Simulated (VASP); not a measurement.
# LiSi16 (a cell with a defect) in VASP: a series of runs

Runs on LiSi16 (a cell with a defect). Level: PBEsol. Tasks: single point.

Program: VASP 6.6.1. These are calculated values, not measurements. Logs are shortened: lines on timing, memory, paths and dates and some standing lists are left out, and cuts for length are marked.

### Step 1. The cell of the first run

The cell holds a defect, 17 atoms: a = 7.675 Å, b = 7.675 Å, c = 7.675 Å, α = 60.00°, β = 60.00°, γ = 60.00°.

### Step 2. Single point, PBEsol

INCAR reads:

```
SYSTEM = LiSi16
PREC = Accurate ; ENCUT = 520
EDIFF = 1E-6 ; ISMEAR = 0
SIGMA = 0.05 ; LREAL = Auto
LASPH = .TRUE. ; NELM = 60
ALGO = Normal ; ISIF = 2
LWAVE = .FALSE. ; LCHARG = .FALSE.
GGA = PS ; NBANDS = 48
NELECT = 66.0
```

KPOINTS reads:

```
regular mesh
0
G
  2 2 2
  0 0 0
```

POSCAR reads:

```
LiSi16
1.0
    0.0000000000      5.4271200000      5.4271200000
    5.4271200000      0.0000000000      5.4271200000
    5.4271200000      5.4271200000      0.0000000000
Si Li
16 1
Direct
    0.3710417312      0.3707863471      0.3878799437
    0.2576873185      0.2329600230      0.2551729094
    0.3710441265      0.3707911378      0.8712908504
    0.2224913029      0.2591687672      0.7596729020
    0.4033265341      0.8655571463      0.3660640450
    0.2576984662      0.7546738417      0.2551728173
    0.3710425603      0.8873757168      0.8712876258
    0.2576794875      0.7546734732      0.7334671981
    0.8810649110      0.3667880939      0.3765658397
    0.7444206135      0.2498043161      0.2564573844
    0.8496470504      0.3834489564      0.8839483004
    0.7444254043      0.2498074485      0.7503023703
    0.8810738476      0.8760676934      0.3765639050
    0.7740061948      0.7419956625      0.2424937167
    0.8810585541      0.8760711943      0.8672875300
    0.7444222718      0.7559580404      0.7503005277
    0.2064273500      0.5978572429      0.0983656156
```

Potentials or basis: VASP PAW PBE potentials, release 64 (Si, Li_sv).

Started as:

```
$ cat potpaw_PBE.64/Si/POTCAR potpaw_PBE.64/Li_sv/POTCAR > POTCAR
$ mpirun -np 1 vasp_std > vasp.out
```

OUTCAR:

```text
SYSTEM = LiSi16
   PREC = Accurate
   ENCUT = 520
   EDIFF = 1E-6
   ISMEAR = 0
   LREAL = Auto
   LASPH = .TRUE.
   NELM = 60
   ISIF = 2
   GGA = PS
   NELECT = 66.0

 ion  position               nearest neighbor table
   1  0.371  0.371  0.388-   4 2.34  10 2.34   2 2.41   6 2.41  17 2.51
   2  0.258  0.233  0.255-   5 2.31  17 2.33   9 2.36   3 2.41   1 2.41
   3  0.371  0.371  0.871-   4 2.34  12 2.34   8 2.41   2 2.41  17 2.51
   4  0.222  0.259  0.760-   1 2.34   7 2.34   3 2.34  11 2.34
   5  0.403  0.866  0.366-   6 2.31   2 2.31   8 2.31  14 2.32
   6  0.258  0.755  0.255-   5 2.31  17 2.33  13 2.36   7 2.41   1 2.41
   7  0.371  0.887  0.871-   4 2.34  16 2.34   8 2.41   6 2.41  17 2.51
   8  0.258  0.755  0.733-   5 2.31  17 2.33  15 2.36   3 2.41   7 2.41
   9  0.881  0.367  0.377-  12 2.34  10 2.34  14 2.35   2 2.36
  10  0.744  0.250  0.256-  11 2.34   1 2.34   9 2.34  13 2.34
  11  0.850  0.383  0.884-   4 2.34  10 2.34  16 2.34  12 2.34
  12  0.744  0.250  0.750-  11 2.34   3 2.34  15 2.34   9 2.34
  13  0.881  0.876  0.377-  16 2.34  10 2.34  14 2.35   6 2.36
  14  0.774  0.742  0.242-   5 2.32  15 2.35   9 2.35  13 2.35  17 2.71
  15  0.881  0.876  0.867-  12 2.34  16 2.34  14 2.35   8 2.36
  16  0.744  0.756  0.750-  11 2.34   7 2.34  15 2.34  13 2.34
  17  0.206  0.598  0.098-   6 2.33   2 2.33   8 2.33   1 2.51   7 2.51   3 2.51  14 2.71

  LATTYP: Found a face centered cubic cell.
 ALAT       =    10.8542400000

  Lattice vectors:

 A1 = (   0.0000000000,   5.4271200000,   5.4271200000)
 A2 = (   5.4271200000,   0.0000000000,   5.4271200000)
 A3 = (   5.4271200000,   5.4271200000,   0.0000000000)

Analysis of symmetry for initial positions (statically):
=====================================================================
 Subroutine PRICEL returns:
 Original cell was already a primitive cell.

 Routine SETGRP: Setting up the symmetry group for a
 face centered cubic supercell.

 Subroutine GETGRP returns: Found  1 space group operations
 (whereof  1 operations were pure point group operations)
 out of a pool of 48 trial point group operations.

The static configuration has the point symmetry C_1 .

Analysis of symmetry for dynamics (positions and initial velocities):
=====================================================================
 Subroutine PRICEL returns:
 Original cell was already a primitive cell.

 Routine SETGRP: Setting up the symmetry group for a
 face centered cubic supercell.

 Subroutine GETGRP returns: Found  1 space group operations
 (whereof  1 operations were pure point group operations)
 out of a pool of 48 trial point group operations.

The dynamic configuration has the point symmetry C_1 .

 Subroutine INISYM returns: Found  1 space group operations
 (whereof  1 operations are pure point group operations),
 and found     1 'primitive' translations

----------------------------------------------------------------------------------------

                                     Primitive cell

  volume of cell :     319.6968

  direct lattice vectors                    reciprocal lattice vectors
     0.000000000  5.427120000  5.427120000    -0.092129896  0.092129896  0.092129896
     5.427120000  0.000000000  5.427120000     0.092129896 -0.092129896  0.092129896
     5.427120000  5.427120000  0.000000000     0.092129896  0.092129896 -0.092129896

  length of vectors
     7.675106709  7.675106709  7.675106709     0.159573660  0.159573660  0.159573660

  position of ions in fractional coordinates (direct lattice)
     0.371041731  0.370786347  0.387879944
     0.257687318  0.232960023  0.255172909
     0.371044127  0.370791138  0.871290850
     0.222491303  0.259168767  0.759672902
     0.403326534  0.865557146  0.366064045
     0.257698466  0.754673842  0.255172817
[... 9 lines left out ...]
     0.744422272  0.755958040  0.750300528
     0.206427350  0.597857243  0.098365616

  ion indices of the primitive-cell ions
   primitive index   ion index
                 1           1
                 2           2
                 3           3
                 4           4
                 5           5
                 6           6
[... 9 lines left out ...]
                16          16
                17          17

----------------------------------------------------------------------------------------

 KPOINTS: regular mesh

Automatic generation of k-mesh.
 Grid dimensions read from file:
 generate k-points for:    2    2    2

 Generating k-lattice:

  Cartesian coordinates                     Fractional coordinates (reciprocal lattice)
    -0.046064948  0.046064948  0.046064948     0.500000000  0.000000000  0.000000000
     0.046064948 -0.046064948  0.046064948     0.000000000  0.500000000  0.000000000
     0.046064948  0.046064948 -0.046064948     0.000000000  0.000000000  0.500000000

  Length of vectors
     0.079786830  0.079786830  0.079786830

  Shift w.r.t. Gamma in fractional coordinates (k-lattice)
     0.000000000  0.000000000  0.000000000

 Subroutine IBZKPT returns following result:
 ===========================================

 Found      8 irreducible k-points:

 Following reciprocal coordinates:
            Coordinates               Weight
  0.000000  0.000000  0.000000      1.000000
  0.500000  0.000000  0.000000      1.000000
  0.000000  0.500000  0.000000      1.000000
  0.000000  0.000000  0.500000      1.000000
  0.500000  0.500000  0.500000      1.000000
  0.500000  0.500000  0.000000      1.000000
  0.000000  0.500000  0.500000      1.000000
  0.500000  0.000000  0.500000      1.000000
   k-points           NKPTS =      8   k-points in BZ     NKDIM =      8   number of bands    NBANDS=     48
   number of dos      NEDOS =    301   number of ions     NIONS =     17
   total plane-waves  NPLWV = 216000
   dimension x,y,z NGX =    60 NGY =   60 NGZ =   60
   dimension x,y,z NGXF=   120 NGYF=  120 NGZF=  120
   ions per type =              16   1
   NGX,Y,Z   is equivalent  to a cutoff of  13.00, 13.00, 13.00 a.u.
   NGXF,Y,Z  is equivalent  to a cutoff of  25.99, 25.99, 25.99 a.u.
 SYSTEM =  LiSi16
   PREC   = accura    normal or accurate (medium, high low for compatibility)
   ISTART =      0    job   : 0-new  1-cont  2-samecut
   ICHARG =      2    charge: 1-file 2-atom 10-const
   ISPIN  =      1    spin polarized calculation?
   LNONCOLLINEAR =      F non collinear calculations
   LSORBIT =      F    spin-orbit coupling
   LASPH  =      T    aspherical Exc in radial PAW
   ENCUT  =  520.0 eV  38.22 Ry    6.18 a.u.  14.27 14.27 14.27*2*pi/ulx,y,z
   NELM   =     60;   NELMIN=  2; NELMDL= -5     # of ELM steps
   EDIFF  = 0.1E-05   stopping-criterion for ELM
   LREAL  =      T    real-space projection
   EDIFFG = 0.1E-04   stopping-criterion for IOM
   NSW    =      0    number of steps for IOM
   IBRION =     -1    ionic relax: 0-MD 1-quasi-New 2-CG
   NFREE  =      0    steps in history (QN), initial steepest desc. (CG)
   ISIF   =      2    stress and relaxation
   ISYM   =      2    0-nonsym 1-usesym 2-fastsym
   POTIM  = 0.5000    time-step for ionic-motion
   TEBEG  =    0.0;   TEEND  =   0.0 temperature during run
   PSTRESS=    0.0 pullay stress
   NELECT =      66.0000    total number of electrons
   NUPDOWN=      -1.0000    fix difference up-down
   EMIN   =  10.00;   EMAX   =-10.00  energy-range for DOS
   EFERMI =   0.00;   METHOD = LEGACY
   ISMEAR =     0;   SIGMA  =   0.05  broadening in eV -4-tet -1-fermi 0-gaus
   EFERMI_NEDOS =   21; number of points for ismear=-14 and -15
   IALGO  =     38    algorithm
   IMIX   =      4    mixing-type and parameters
     AMIX     =   0.40;   BMIX     =  1.00
     AMIX_MAG =   1.60;   BMIX_MAG =  1.00
  volume/ion in A,a.u.               =      18.81       126.91
  Fermi-wavevector in a.u.,A,eV,Ry     =   0.967557  1.828418 12.737329  0.936167
  Thomas-Fermi vector in A             =   2.097453
   LORBIT       =      0    0 simple, 1 ext, 2 COOP (PROOUT), +10 PAW based schemes
   GGA     = PS    functional components
   LHFCALC =     F    Hartree Fock is set to
   AEXX    =    0.0000 exact exchange contribution
   IVDW    =     0    specifies the selected vdW correction
   LEPSILON=     F    determine dielectric tensor
   LRPA    =     F    only Hartree local field effects (RPA)
 non-spin polarized calculation
 Gauss-broadening in eV      SIGMA  =   0.05
  energy-cutoff  :      520.00
  volume of cell :      319.70
 maximum number of plane-waves:      8646
 NGX is ok and might be reduce to    60
   NGX = 29   NGY = 29   NGZ = 29

 number of electron      66.0000003 magnetization

 Free energy of the ion-electron system (eV)
  ---------------------------------------------------
  ext. energy  EPLUGINS =         0.00000000
  ---------------------------------------------------
  free energy    TOTEN  =       -98.52701622 eV

  energy without entropy =      -98.52701621  energy(sigma->0) =      -98.52701621

 E-fermi :   6.2221     XC(G=0):  -9.5949

 val. band max:        6.0328208980   @ k =   0.0000   0.0000   0.0000
 cond. band min:       6.4068455145   @ k =   0.0000   0.0000   0.0000
 fundamental gap:      0.3740246165
 Fermi energy:         6.2220819266

 k-point     1 :       0.0000    0.0000    0.0000
  band No.  band energies     occupation
      1     -39.6493      2.00000
      2      -5.9774      2.00000
      3      -3.7096      2.00000
      4      -3.6475      2.00000
      5      -3.6474      2.00000
      6      -3.6185      2.00000
[... 37 lines left out ...]
     44       8.2280      0.00000
     45       8.2281      0.00000

 k-point     2 :       0.5000    0.0000    0.0000
  band No.  band energies     occupation
      1     -39.6494      2.00000
      2      -5.2291      2.00000
      3      -5.1227      2.00000
      4      -3.3810      2.00000
      5      -3.3463      2.00000
      6      -3.3463      2.00000
[... 280 lines left out ...]
 k-point     8 :       0.5000    0.0000    0.5000
  band No.  band energies     occupation
      1     -39.6493      2.00000
      2      -4.9527      2.00000
      3      -4.8605      2.00000
      4      -3.9783      2.00000
      5      -3.9474      2.00000
      6      -3.9410      2.00000
[... 37 lines left out ...]
     44      10.1753      0.00000
     45      10.2137      0.00000
 [bands above 45 left out]

------------------------ aborting loop because EDIFF is reached ----------------------------------------

  FORCE on cell =-STRESS in cart. coord.  units (eV):
  Direction    XX          YY          ZZ          XY          YZ          ZX
  --------------------------------------------------------------------------------------
  -------------------------------------------------------------------------------------
  Total       -4.1938356     -4.1914319     -4.1952447      0.5298554     -0.5288479      0.5294450
  in kB      -21.0176286    -21.0055822    -21.0246904      2.6553984     -2.6503492      2.6533414
  external PRESSURE =     -21.0159671 kB  Pullay stress =       0.0000000 kB

 VOLUME and BASIS-vectors are now :
 -----------------------------------------------------------------------------
  energy-cutoff  :      520.00
  volume of cell :      319.70
      direct lattice vectors                 reciprocal lattice vectors
     0.000000000  5.427120000  5.427120000    -0.092129896  0.092129896  0.092129896
     5.427120000  0.000000000  5.427120000     0.092129896 -0.092129896  0.092129896
     5.427120000  5.427120000  0.000000000     0.092129896  0.092129896 -0.092129896

 POSITION                                       TOTAL-FORCE (eV/Angst)
 -----------------------------------------------------------------------------------
      4.11737      4.11876      4.02599        -0.043823     -0.023069      0.043202
      2.64916      2.78335      2.66280        -0.028369      0.029002      0.048736
      6.74093      6.74230      4.02603         0.022434      0.044038      0.043434
      5.52938      5.33032      2.61403        -0.047589      0.047989      0.047996
      6.68416      4.17557      6.88638        -0.025624      0.025006      0.025544
      5.48056      2.78341      5.49427        -0.048105      0.028023      0.028191
[... 9 lines left out ...]
      8.17465      8.11204      8.14274        -0.030050      0.030691      0.019665
      3.77848      1.65415      4.36495         0.410328     -0.409843     -0.409055
 -----------------------------------------------------------------------------------
    total drift:                               -0.007547      0.001478      0.004809

  FREE ENERGIE OF THE ION-ELECTRON SYSTEM (eV)
  ---------------------------------------------------
  free  energy   TOTEN  =       -98.5270162151 eV

  energy  without entropy=      -98.5270162067  energy(sigma->0) =      -98.52701621
```

Run time: 3.7 min. Hardware: 1 thread of Intel Xeon 8259CL, shared host; peak memory 0.45 GiB.

Results:

| Property | Result |
| --- | --- |
| Free energy | -98.5270 eV |
| Largest force | 0.710 eV/Å |

Forces in eV/Å, atoms in the order of the input:
```
Si  -0.044 -0.023  0.043
Si  -0.028  0.029  0.049
Si   0.022  0.044  0.043
Si  -0.048  0.048  0.048
Si  -0.026  0.025  0.026
Si  -0.048  0.028  0.028
Si  -0.043  0.043 -0.022
Si  -0.028  0.049  0.028
Si  -0.026  0.028  0.009
Si  -0.030  0.021  0.030
Si  -0.052  0.049  0.050
Si  -0.020  0.030  0.031
Si  -0.009  0.028  0.026
Si   0.026 -0.029 -0.027
Si  -0.027  0.008  0.027
Si  -0.030  0.031  0.020
Li   0.410 -0.410 -0.409
```

Caveat: the k points lie up to 0.50 Å⁻¹ apart; the cell carries a net charge on a neutralising background, which shifts energy and pressure; the cell is charged against a uniform background, so pressure and absolute levels hang on convention; the cutoff is under 1.25 times the usual one of these potentials, so pressure, stress and relaxed cells hold a basis-set (Pulay) error; the PAW data sets were made with another functional, which shifts forces and pressure a little.

### Step 3. Single point, PBEsol

INCAR reads:

```
SYSTEM = LiSi16
PREC = Accurate
ENCUT = 520
EDIFF = 1E-7
ISMEAR = 0
SIGMA = 0.05
LREAL = Auto
LASPH = .TRUE.
NELM = 60
ALGO = Normal
ISIF = 2
LWAVE = .FALSE.
LCHARG = .FALSE.
GGA = PS
NBANDS = 48
NELECT = 66.0
```

KPOINTS reads:

```
Automatic mesh
0
G
  2 2 2
  0 0 0
```

POSCAR reads:

```
LiSi16
1.0
    0.0000000000      5.4271200000      5.4271200000
    5.4271200000      0.0000000000      5.4271200000
    5.4271200000      5.4271200000      0.0000000000
Si Li
16 1
Direct
    0.3727882376      0.3721272977      0.3835210019
    0.2569143487      0.2366452188      0.2537900397
    0.3727858422      0.3721307987      0.8727084531
    0.2315918940      0.2561317973      0.7567111101
    0.3937214397      0.8687555278      0.3693396313
    0.2569233774      0.7532134908      0.2537900397
    0.3727870399      0.8829415970      0.8727061499
    0.2569075311      0.7532129380      0.7372291381
    0.8790597960      0.3681984183      0.3769356491
    0.7464260971      0.2503493566      0.2534298118
    0.8588567233      0.3803756873      0.8809496565
    0.7464253600      0.2503523047      0.7509240629
    0.8790658766      0.8763611271      0.3769343593
    0.7626529356      0.7457767656      0.2463501820
    0.8790549131      0.8763636146      0.8687741380
    0.7464256364      0.7528557504      0.7509224966
    0.1580721451      0.6139723279      0.1145588268
```

Potentials or basis: VASP PAW PBE potentials, release 64 (Si, Li_sv).

Started as:

```
$ cat potpaw_PBE.64/Si/POTCAR potpaw_PBE.64/Li_sv/POTCAR > POTCAR
$ mpirun -np 1 vasp_std > vasp.out
```

Wall time 4.4 min (1 thread of Intel Xeon 8259CL, shared host); peak memory 0.45 GiB.

It converged, with:

```yaml
Free_energy: -98.7140 eV
Largest_force: 0.314 eV/Å
```

Forces in eV/Å, atoms in the order of the input:
```
Si  -0.028 -0.014  0.027
Si  -0.004  0.005  0.037
Si   0.013  0.029  0.029
Si  -0.045  0.044  0.044
Si   0.010 -0.011 -0.011
Si  -0.037  0.005  0.004
Si  -0.029  0.028 -0.014
Si  -0.004  0.037  0.004
Si  -0.001  0.001 -0.002
Si  -0.025  0.015  0.026
Si  -0.045  0.045  0.045
Si  -0.015  0.026  0.026
Si   0.002  0.002  0.001
Si   0.054 -0.054 -0.054
Si  -0.001 -0.002  0.002
Si  -0.026  0.026  0.015
Li   0.180 -0.183 -0.181
```

Levels at points of the mesh, in eV from the Fermi level:
| k point | band 31 | band 32 | band 33 | band 34 | band 35 | band 36 |
| --- | --- | --- | --- | --- | --- | --- |
| (0.00, 0.00, 0.00) | -0.29 | -0.25 | -0.25 | 0.23 | 0.26 | 0.26 |
| (0.50, 0.00, 0.00) | -1.07 | -0.99 | -0.99 | 0.87 | 0.95 | 0.95 |
| (0.00, 0.50, 0.00) | -1.08 | -1.00 | -0.99 | 0.81 | 1.03 | 1.06 |
| (0.00, 0.00, 0.50) | -1.08 | -1.00 | -0.99 | 0.81 | 1.03 | 1.06 |
| (0.50, 0.50, 0.50) | -1.08 | -1.00 | -0.99 | 0.81 | 1.03 | 1.06 |
| (0.50, 0.50, 0.00) | -1.64 | -1.58 | -1.53 | 0.70 | 0.78 | 1.84 |
| (0.00, 0.50, 0.50) | -1.64 | -1.58 | -1.53 | 0.70 | 0.78 | 1.84 |
| (0.50, 0.00, 0.50) | -1.64 | -1.58 | -1.53 | 0.70 | 0.78 | 1.84 |

Caveat: the k points lie up to 0.50 Å⁻¹ apart; the cell carries a net charge on a neutralising background, which shifts energy and pressure; the cell is charged against a uniform background, so pressure and absolute levels hang on convention; the cutoff is under 1.25 times the usual one of these potentials, so pressure, stress and relaxed cells hold a basis-set (Pulay) error; the PAW data sets were made with another functional, which shifts forces and pressure a little.
